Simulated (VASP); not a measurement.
# ZnO (P6_3mc) in VASP: a series of runs

The runs below take ZnO through single point, with r2SCAN.

Program: VASP 6.6.1. These are calculated values, not measurements. Logs are shortened: lines on timing, memory, paths and dates and some standing lists are left out, and cuts for length are marked.

### Step 1. The cell of the first run

Symmetry: P6_3mc, No. 186, hexagonal system. The conventional cell has a = 3.249 Å, b = 3.249 Å, c = 5.204 Å, α = 90.00°, β = 90.00°, γ = 120.00°. Zn (site symmetry 3m) has 4 O at 1.96 to 1.98 Å within 2.6 Å. Within 2.6 Å of O (site symmetry 3m) lie 4 Zn at 1.96 to 1.98 Å.

### Step 2. Single point, r2SCAN (all O atoms moved -0.025 Å, as atom 3 along Cartesian [0 0 1])

Contents of POSCAR:

```
ZnO
1.0
    3.2493987239      0.0000000000      0.0000000000
   -1.6246993619      2.8140618419      0.0000000000
    0.0000000000      0.0000000000      5.2038000000
Zn O
2 2
Direct
    0.3333333333      0.6666666667      0.0000000000
    0.6666666667      0.3333333333      0.5000000000
    0.3333333333      0.6666666667      0.3772958184
    0.6666666667      0.3333333333      0.8772958184
```

Contents of INCAR.step1:

```
SYSTEM = ZnO
PREC = Accurate ; ENCUT = 520
ISMEAR = 0 ; SIGMA = 0.05
LREAL = .FALSE. ; LASPH = .TRUE.
NELM = 60 ; NBANDS = 26
GGA = PE ; ALGO = Normal
EDIFF = 1E-4 ; LWAVE = .TRUE.
LCHARG = .FALSE.
```

Contents of INCAR.step2:

```
SYSTEM = ZnO
PREC = Accurate ; ENCUT = 520
EDIFF = 1E-6 ; ISMEAR = 0
SIGMA = 0.05 ; LREAL = .FALSE.
LASPH = .TRUE. ; NELM = 60
ALGO = Normal ; ISIF = 2
LWAVE = .FALSE. ; LCHARG = .FALSE.
METAGGA = R2SCAN ; LMIXTAU = .TRUE.
NBANDS = 26 ; ISTART = 1
```

Contents of KPOINTS:

```
regular mesh
0
G
  12 12 6
  0 0 0
```

Potentials or basis: VASP PAW PBE potentials, release 64 (Zn, O).

On the command line:

```bash
cat potpaw_PBE.64/Zn/POTCAR potpaw_PBE.64/O/POTCAR > POTCAR
cp INCAR.step1 INCAR
mpirun -np 1 vasp_std > vasp.out
cp INCAR.step2 INCAR
mpirun -np 1 vasp_std > vasp.out
```

OUTCAR:

```text
SYSTEM = ZnO
   PREC = Accurate
   ENCUT = 520
   EDIFF = 1E-6
   ISMEAR = 0
   LREAL = .FALSE.
   LASPH = .TRUE.
   NELM = 60
   ISIF = 2
   METAGGA = R2SCAN
   ISTART = 1

 ion  position               nearest neighbor table
   1  0.333  0.667  0.000-   3 1.96   4 1.98   4 1.98   4 1.98
   2  0.667  0.333  0.500-   4 1.96   3 1.98   3 1.98   3 1.98
   3  0.333  0.667  0.377-   1 1.96   2 1.98   2 1.98   2 1.98
   4  0.667  0.333  0.877-   2 1.96   1 1.98   1 1.98   1 1.98

  LATTYP: Found a hexagonal cell.
 ALAT       =     3.2493987239
 C/A-ratio  =     1.6014655148

  Lattice vectors:

 A1 = (   3.2493987239,   0.0000000000,   0.0000000000)
 A2 = (  -1.6246993619,   2.8140618419,   0.0000000000)
 A3 = (   0.0000000000,   0.0000000000,   5.2038000000)

Analysis of symmetry for initial positions (statically):
=====================================================================
 Subroutine PRICEL returns:
 Original cell was already a primitive cell.

 Routine SETGRP: Setting up the symmetry group for a
 hexagonal supercell.

 Subroutine GETGRP returns: Found 12 space group operations
 (whereof  6 operations were pure point group operations)
 out of a pool of 24 trial point group operations.

The static configuration has the point symmetry C_3v.
 The point group associated with its full space group is C_6v.

Analysis of symmetry for dynamics (positions and initial velocities):
=====================================================================
 Subroutine PRICEL returns:
 Original cell was already a primitive cell.

 Routine SETGRP: Setting up the symmetry group for a
 hexagonal supercell.

 Subroutine GETGRP returns: Found 12 space group operations
 (whereof  6 operations were pure point group operations)
 out of a pool of 24 trial point group operations.

The dynamic configuration has the point symmetry C_3v.
 The point group associated with its full space group is C_6v.

 Subroutine INISYM returns: Found 12 space group operations
 (whereof  6 operations are pure point group operations),
 and found     1 'primitive' translations

----------------------------------------------------------------------------------------

                                     Primitive cell

  volume of cell :      47.5836

  direct lattice vectors                    reciprocal lattice vectors
     3.249398724  0.000000000  0.000000000     0.307749244  0.177679109  0.000000000
    -1.624699362  2.814061842  0.000000000     0.000000000  0.355358217  0.000000000
[... 90 lines left out ...]
   LREAL  =      F    real-space projection
   EDIFFG = 0.1E-04   stopping-criterion for IOM
   NSW    =      0    number of steps for IOM
   IBRION =     -1    ionic relax: 0-MD 1-quasi-New 2-CG
   NFREE  =      0    steps in history (QN), initial steepest desc. (CG)
   ISIF   =      2    stress and relaxation
   ISYM   =      2    0-nonsym 1-usesym 2-fastsym
   POTIM  = 0.5000    time-step for ionic-motion
   TEBEG  =    0.0;   TEEND  =   0.0 temperature during run
   PSTRESS=    0.0 pullay stress
   NELECT =      36.0000    total number of electrons
   NUPDOWN=      -1.0000    fix difference up-down
   EMIN   =  10.00;   EMAX   =-10.00  energy-range for DOS
   EFERMI =   0.00;   METHOD = LEGACY
   ISMEAR =     0;   SIGMA  =   0.05  broadening in eV -4-tet -1-fermi 0-gaus
   EFERMI_NEDOS =   21; number of points for ismear=-14 and -15
   IALGO  =     38    algorithm
   IMIX   =      4    mixing-type and parameters
     AMIX     =   0.40;   BMIX     =  1.00
     AMIX_MAG =   1.60;   BMIX_MAG =  1.00
  volume/ion in A,a.u.               =      11.90        80.28
  Fermi-wavevector in a.u.,A,eV,Ry     =   1.491729  2.818959 30.276436  2.225255
  Thomas-Fermi vector in A             =   2.604347
   LORBIT       =      0    0 simple, 1 ext, 2 COOP (PROOUT), +10 PAW based schemes
   METAGGA = R2SCAN    functional components
   LHFCALC =     F    Hartree Fock is set to
   AEXX    =    0.0000 exact exchange contribution
   IVDW    =     0    specifies the selected vdW correction
   LEPSILON=     F    determine dielectric tensor
   LRPA    =     F    only Hartree local field effects (RPA)
 non-spin polarized calculation
 Gauss-broadening in eV      SIGMA  =   0.05
  energy-cutoff  :      520.00
  volume of cell :       47.58
 maximum number of plane-waves:      1302
   NGX = 13   NGY = 13   NGZ = 19

 number of electron      36.0000018 magnetization

 Free energy of the ion-electron system (eV)
  ---------------------------------------------------
  ext. energy  EPLUGINS =         0.00000000
  ---------------------------------------------------
  free energy    TOTEN  =       -36.31523849 eV

  energy without entropy =      -36.31523849  energy(sigma->0) =      -36.31523849

 E-fermi :   1.0847     XC(G=0): -11.6636

 val. band max:        0.8409401074   @ k =   0.0000   0.0000   0.0000
 cond. band min:       2.0753762419   @ k =   0.0000   0.0000   0.0000
 fundamental gap:      1.2344361345
 Fermi energy:         1.0847380427

 k-point     1 :       0.0000    0.0000    0.0000
  band No.  band energies     occupation
      1     -18.2343      2.00000
      2     -17.5382      2.00000
      3      -4.9557      2.00000
      4      -4.9557      2.00000
      5      -4.9402      2.00000
      6      -4.8464      2.00000
[... 685 lines left out ...]
     25      15.0334      0.00000
     26      15.7143      0.00000

 [... further k-points ...]

------------------------ aborting loop because EDIFF is reached ----------------------------------------

  FORCE on cell =-STRESS in cart. coord.  units (eV):
  Direction    XX          YY          ZZ          XY          YZ          ZX
  --------------------------------------------------------------------------------------
  -------------------------------------------------------------------------------------
  Total       -0.2853721     -0.2853721      0.5247256     -0.0000000     -0.0000000      0.0000000
  in kB       -9.6087058     -9.6087058     17.6679259     -0.0000000     -0.0000000      0.0000000
  external PRESSURE =      -0.5164952 kB  Pullay stress =       0.0000000 kB

 VOLUME and BASIS-vectors are now :
 -----------------------------------------------------------------------------
  energy-cutoff  :      520.00
  volume of cell :       47.58
      direct lattice vectors                 reciprocal lattice vectors
     3.249398724  0.000000000  0.000000000     0.307749244  0.177679109  0.000000000
    -1.624699362  2.814061842  0.000000000     0.000000000  0.355358217  0.000000000
     0.000000000  0.000000000  5.203800000     0.000000000  0.000000000  0.192167262

 POSITION                                       TOTAL-FORCE (eV/Angst)
 -----------------------------------------------------------------------------------
     -0.00000      1.87604      0.00000        -0.000000     -0.000000     -0.155182
      1.62470      0.93802      2.60190         0.000000      0.000000     -0.155182
     -0.00000      1.87604      1.96337        -0.000000      0.000000      0.155182
      1.62470      0.93802      4.56527         0.000000      0.000000      0.155182
 -----------------------------------------------------------------------------------
    total drift:                                0.000000      0.000000     -0.078451

  FREE ENERGIE OF THE ION-ELECTRON SYSTEM (eV)
  ---------------------------------------------------
  free  energy   TOTEN  =       -36.3152384889 eV

  energy  without entropy=      -36.3152384889  energy(sigma->0) =      -36.31523849
```

OUTCAR.step1:

```text
SYSTEM = ZnO
   PREC = Accurate
   ENCUT = 520
   ISMEAR = 0
   LREAL = .FALSE.
   LASPH = .TRUE.
   NELM = 60
[... 926 lines left out ...]
      1.62470      0.93802      2.60190        -0.000000     -0.000000     -0.144481
     -0.00000      1.87604      1.96337        -0.000000      0.000000      0.144481
      1.62470      0.93802      4.56527         0.000000      0.000000      0.144481
 -----------------------------------------------------------------------------------
    total drift:                               -0.000000     -0.000000     -0.000767

  FREE ENERGIE OF THE ION-ELECTRON SYSTEM (eV)
  ---------------------------------------------------
  free  energy   TOTEN  =       -17.8196677416 eV

  energy  without entropy=      -17.8196677416  energy(sigma->0) =      -17.81966774
```

OSZICAR.step1:

```text
N       E                     dE             d eps       ncg     rms          rms(c)
DAV:   1     0.298213515423E+03    0.29821E+03   -0.18128E+04  3992   0.201E+03
DAV:   2     0.112416861159E+02   -0.28697E+03   -0.26919E+03  4106   0.414E+02
DAV:   3    -0.204315995525E+02   -0.31673E+02   -0.31256E+02  4412   0.139E+02
DAV:   4    -0.210595394013E+02   -0.62794E+00   -0.62645E+00  4374   0.200E+01
DAV:   5    -0.210626086221E+02   -0.30692E-02   -0.30690E-02  4288   0.146E+00    0.147E+01
DAV:   6    -0.176487792386E+02    0.34138E+01   -0.66108E+00  6252   0.615E+01    0.903E+00
DAV:   7    -0.178572819642E+02   -0.20850E+00   -0.29304E+00  4058   0.170E+01    0.540E+00
DAV:   8    -0.178675070400E+02   -0.10225E-01   -0.49783E-01  5836   0.746E+00    0.163E+00
DAV:   9    -0.178169209899E+02    0.50586E-01   -0.10249E-01  5828   0.632E+00    0.295E-01
DAV:  10    -0.178196010212E+02   -0.26800E-02   -0.36909E-02  3994   0.131E+00    0.132E-01
DAV:  11    -0.178196677416E+02   -0.66720E-04   -0.55151E-04  4278   0.236E-01
   1 F= -.17819668E+02 E0= -.17819668E+02  d E =-.235564E-11
```

Wall time 92 s (1 thread of Intel Xeon 6975P-C (Granite Rapids), shared host); peak memory 0.22 GiB.

Results:

```
Free energy            : -36.3152 eV
Pressure               : -0.1 GPa
Largest force          : 0.155 eV/Å
Band gap on the k mesh : 1.23 eV, direct
```

Forces in eV/Å, atoms in the order of the input:
```
Zn   0.000  0.000 -0.155
Zn   0.000  0.000 -0.155
O    0.000  0.000  0.155
O    0.000  0.000  0.155
```

Caveat: the cell differs from its parent crystal (all O atoms moved -0.025 Å, as atom 3 along Cartesian [0 0 1]); the PAW data sets were made with another functional, which shifts forces and pressure a little.

### Step 3. Single point, r2SCAN (all O atoms moved +0.087 Å, as atom 3 along Cartesian [0 0 1])

Edit POSCAR of step 2 so:

```diff
@@ -10,3 +10,3 @@
     0.6666666667      0.3333333333      0.5000000000
-    0.3333333333      0.6666666667      0.3772958184
-    0.6666666667      0.3333333333      0.8772958184
+    0.3333333333      0.6666666667      0.3989146355
+    0.6666666667      0.3333333333      0.8989146355
```

Contents of INCAR.step1:

```
SYSTEM = ZnO
PREC = Accurate
ENCUT = 520
ISMEAR = 0
SIGMA = 0.05
LREAL = .False.
LASPH = .True.
NELM = 100
NBANDS = 26
GGA = PE
ALGO = Normal
EDIFF = 1E-4
LWAVE = .True.
LCHARG = .False.
```

Contents of INCAR.step2:

```
SYSTEM = ZnO
PREC = Accurate
ENCUT = 520
EDIFF = 1E-6
ISMEAR = 0
SIGMA = 0.05
LREAL = .False.
LASPH = .True.
NELM = 100
ALGO = Normal
ISIF = 2
LWAVE = .False.
LCHARG = .True.
METAGGA = R2SCAN
LMIXTAU = .True.
LELF = .True.
LVHAR = .True.
NBANDS = 26
ISTART = 1
```

Contents of KPOINTS:

```
regular mesh
0
Gamma
  12 12 6
  0 0 0
```

Potentials or basis: VASP PAW PBE potentials, release 64 (Zn, O).

On the command line:

```bash
cat potpaw_PBE.64/Zn/POTCAR potpaw_PBE.64/O/POTCAR > POTCAR
cp INCAR.step1 INCAR
mpirun -np 1 vasp_std > vasp.out
cp INCAR.step2 INCAR
mpirun -np 1 vasp_std > vasp.out
```

Run time: 1.7 min. Hardware: 1 thread of Intel Xeon 6975P-C (Granite Rapids), shared host; peak memory 0.21 GiB.

Results (log left out):

```yaml
Free_energy: -36.2695 eV
Pressure: 0.3 GPa
Largest_force: 0.441 eV/Å
Band_gap_on_the_k_mesh: 1.23 eV, direct
```

Forces in eV/Å, atoms in the order of the input:
```
Zn   0.000  0.000  0.441
Zn   0.000  0.000  0.441
O    0.000  0.000 -0.441
O    0.000  0.000 -0.441
```

Stress tensor (GPa, compression positive):
```
 2.41  0.00  0.00
 0.00  2.41  0.00
 0.00  0.00 -3.80
```

Levels at points of the mesh, in eV from the valence-band top:
| k point | band 15 | band 16 | band 17 | band 18 | band 19 | band 20 | band 21 | band 22 |
| --- | --- | --- | --- | --- | --- | --- | --- | --- |
| (0.00, 0.00, 0.00) | -0.67 | -0.28 | 0.00 | 0.00 | 1.23 | 5.71 | 8.76 | 13.57 |
| (0.50, 0.00, 0.00) | -2.76 | -2.30 | -1.25 | -1.09 | 6.39 | 7.34 | 8.16 | 9.19 |
| (0.00, 0.00, 0.50) | -0.33 | -0.33 | -0.33 | -0.33 | 3.90 | 3.90 | 10.67 | 10.67 |
| (0.50, 0.00, 0.50) | -1.66 | -1.66 | -1.33 | -1.33 | 6.24 | 6.24 | 9.15 | 9.15 |

Caveat: the cell differs from its parent crystal (all O atoms moved +0.087 Å, as atom 3 along Cartesian [0 0 1]); the PAW data sets were made with another functional, which shifts forces and pressure a little.
